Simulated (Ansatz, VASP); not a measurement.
## InSe: VASP beside Ansatz

```
CELL_PARAMETERS angstrom
1.98658 1.14695 8.38335
-1.98658 1.14695 8.38335
0.00000 -2.29390 8.38335
ATOMIC_POSITIONS crystal
In 0.88860 0.88860 0.88860
In 0.00000 0.00000 0.00000
Se 0.17190 0.17190 0.17190
Se 0.38350 0.38350 0.38350
```

Alike in both runs: task single point; functional PBEsol; dispersion D3(BJ); k mesh 8 × 8 × 8; occupations fermi-dirac, width 0.05 eV; no spin polarisation.

|  | VASP | Ansatz |
| --- | --- | --- |
| version | VASP 6.6.1 | Ansatz 0.2.0 |
| potentials or method | VASP PAW PBE potentials, release 64 (In_d, Se) | Ansatz PAW |
| plane-wave cutoff (eV) | 520 | 420 |
| valence electrons in the cell | 38 | 58 |

Ansatz gave:

| Item | Value |
| --- | --- |
| gap on the k mesh at the Fermi level (eV) | 0.40 |
| least direct gap on the mesh (eV) | 0.40 |
| pressure (GPa) | -0.4 |
| traceless stress, the component that is largest in VASP (GPa) | -0.78 |
| rms of the force components (eV/Å) | 0.177 |

What did VASP give for the same quantities?

gap on the k mesh at the Fermi level (eV): 0.38; least direct gap on the mesh (eV): 0.38; pressure (GPa): -0.4; traceless stress, the component that is largest in VASP (GPa): -0.80; rms of the force components (eV/Å): 0.189.

VASP's potentials were made for PBE, not for PBEsol. Atom by atom the forces differ by 0.012 eV/Å (rms over components). VASP's potentials hold 38 valence electrons a cell and Ansatz's 58, so a difference there can come from the potentials and not from the codes.
